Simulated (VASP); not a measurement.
B3Sb2P:

```
CELL_PARAMETERS angstrom
3.94708 0.00000 0.00000
-1.97354 3.41827 0.00000
0.00000 0.00000 8.29050
ATOMIC_POSITIONS crystal
B 0.00000 0.00000 0.50000
B 0.33333 0.66667 0.00000
B 0.33333 0.66667 0.50000
Sb 0.66667 0.33333 0.24787
Sb 0.66667 0.33333 0.75213
P 0.00000 0.00000 0.00000
```

```yaml
Program: VASP 6.6.1
Task: relaxation of cell and atoms
Functional: PBE
Potentials_or_basis: VASP PAW PBE potentials, release 64 (B, Sb, P)
Cutoff: 600 eV
k_mesh: 6 × 6 × 2
Occupations: gaussian, width 0.1 eV
Spin: no spin polarisation
```

At the start: pressure -16.3 GPa; volume 18.64 Å³/atom.

Problem. Where does the relaxation end?

Solution. Over 25 steps the energy falls by 991.5 meV/atom and the volume is 16.73 Å³/atom (-10.3 %); space group P-6m2 (No. 187, to 0.05 Å).

Step by step:
```csv
step,energy change (eV),largest force (eV/Å),pressure (GPa),volume (Å³)
1,0.0000,0.4884,-16.30,111.86
2,-2.6804,1.6753,0.42,83.64
3,-2.7503,1.8037,6.33,80.08
4,-3.9965,1.6689,17.44,76.31
5,5.1944,0.3920,124.89,63.35
6,-4.3481,1.2882,22.03,74.99
7,-5.2325,1.0132,11.06,81.39
8,-5.4912,0.8789,6.88,85.71
9,-5.6519,0.9811,1.84,94.42
10,-5.6622,0.8997,3.00,91.93
11,-5.7471,0.7877,-0.68,93.73
12,-5.7501,0.7710,-1.48,94.16
13,-5.7918,0.6884,-0.75,93.60
14,-5.8453,0.0722,1.91,91.96
15,-5.8462,0.1164,1.63,92.13
16,-5.8717,0.0572,0.82,93.55
17,-5.9065,0.0860,-1.31,97.86
18,-5.9256,0.0935,-0.75,98.22
19,-5.9468,0.0179,0.75,99.17
20,-5.9470,0.0065,0.63,99.10
21,-5.9482,0.0364,0.35,99.59
22,-5.9486,0.0862,-0.10,100.42
23,-5.9487,0.0721,0.02,100.19
24,-5.9490,0.0496,-0.09,100.29
25,-5.9491,0.0316,-0.18,100.38
```

Final structure:
```cif
data_structure
_symmetry_space_group_name_H-M 'P 1'
_symmetry_Int_Tables_number 1
_cell_length_a 3.1896
_cell_length_b 3.1896
_cell_length_c 11.3935
_cell_angle_alpha 90.000
_cell_angle_beta 90.000
_cell_angle_gamma 120.000
_cell_volume 100.38
loop_
_atom_site_label
_atom_site_type_symbol
_atom_site_fract_x
_atom_site_fract_y
_atom_site_fract_z
_atom_site_occupancy
B1 B 0.00000 0.00000 0.50000 1
B2 B 0.33333 0.66667 0.00000 1
B3 B 0.33333 0.66667 0.50000 1
Sb1 Sb 0.66667 0.33333 0.31463 1
Sb2 Sb 0.66667 0.33333 0.68537 1
P1 P 0.00000 0.00000 0.00000 1
```

Caveat: the k points lie up to 0.38 Å⁻¹ apart in the final cell; this functional lacks dispersion, which binds the layers, so the pressure and a relaxed spacing across them are unreliable.
